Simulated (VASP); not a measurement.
Here is a VASP 6.6.1 calculation.

The input INCAR:

```
SYSTEM = Ba
ALGO     = Normal         ! electronic algorithm
EDIFF    = 1E-7           ! SCF threshold, eV
ENCUT    = 520            ! plane-wave cutoff, eV
ISIF     = 2              ! what is computed and relaxed
ISMEAR   = 0              ! smearing method
LASPH    = .TRUE.         ! aspherical terms in the spheres
LCHARG   = .FALSE.        ! write CHGCAR
LREAL    = .FALSE.        ! projectors in reciprocal space
LWAVE    = .FALSE.        ! write WAVECAR
NBANDS   = 11             ! bands
NELM     = 80             ! most SCF steps
PREC     = Accurate       ! precision mode
SIGMA    = 0.1            ! smearing width, eV
```

Contents of KPOINTS:

```
k-points
0
G
  12 12 12
  0 0 0
```

The input POSCAR:

```
Ba
1.0
   -2.3517015039      2.3517015039      2.3517015039
    2.3517015039     -2.3517015039      2.3517015039
    2.3517015039      2.3517015039     -2.3517015039
Ba
1
Direct
    0.0000000000      0.0000000000      0.0000000000
```

Potentials or basis: VASP PAW LDA potentials, release 64 (Ba_sv).

Command:

```bash
$ cat potpaw_LDA.64/Ba_sv/POTCAR > POTCAR
$ mpirun -np 1 vasp_std > vasp.out
```

(1) What does it give for the band gap on the k mesh?

(2) Estimate the pressure.

Answers

(1) zero (bands 5 and 6 overlap by 1.57 eV).

(2) 0.4 GPa.

Caveat: spin-orbit coupling is left out, which moves the levels of the heavy elements.
